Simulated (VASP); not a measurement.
A run of VASP 6.6.1:

POSCAR

```
Pt
1.0
    0.0000000000      1.9298773825      1.9298773825
    1.9298773825      0.0000000000      1.9298773825
    1.9298773825      1.9298773825      0.0000000000
Pt
1
Direct
    0.0000000000      0.0000000000      0.0000000000
```

The input INCAR.step1:

```
SYSTEM = Pt
PREC = Accurate
ENCUT = 520
ISMEAR = 0
SIGMA = 0.1
LREAL = .False.
LASPH = .True.
NELM = 100
NBANDS = 11
GGA = PE
ALGO = Normal
EDIFF = 1E-4
LWAVE = .True.
LCHARG = .False.
```

File INCAR.step2:

```
SYSTEM = Pt
PREC = Accurate
ENCUT = 520
EDIFF = 1E-6
ISMEAR = 0
SIGMA = 0.1
LREAL = .False.
LASPH = .True.
NELM = 100
ALGO = Normal
ISIF = 2
LWAVE = .False.
LCHARG = .True.
METAGGA = R2SCAN
LMIXTAU = .True.
LELF = .True.
LVHAR = .True.
NBANDS = 11
ISTART = 1
```

KPOINTS

```
regular mesh
0
Gamma
  18 18 18
  0 0 0
```

Potentials or basis: VASP PAW PBE potentials, release 64 (Pt).

Command:

```console
$ cat potpaw_PBE.64/Pt/POTCAR > POTCAR
$ cp INCAR.step1 INCAR
$ mpirun -np 1 vasp_std > vasp.out
$ cp INCAR.step2 INCAR
$ mpirun -np 1 vasp_std > vasp.out
```

Hardware: 1 thread of Intel(R) Xeon(R) 6975P-C (Granite Rapids), on a shared host.

**Question.** How long does it take, and how much memory?

**Answer.** It took 40 s on 1 thread of Intel(R) Xeon(R) 6975P-C (Granite Rapids) (shared host), peak memory 0.15 GiB. Counts: k points 195.
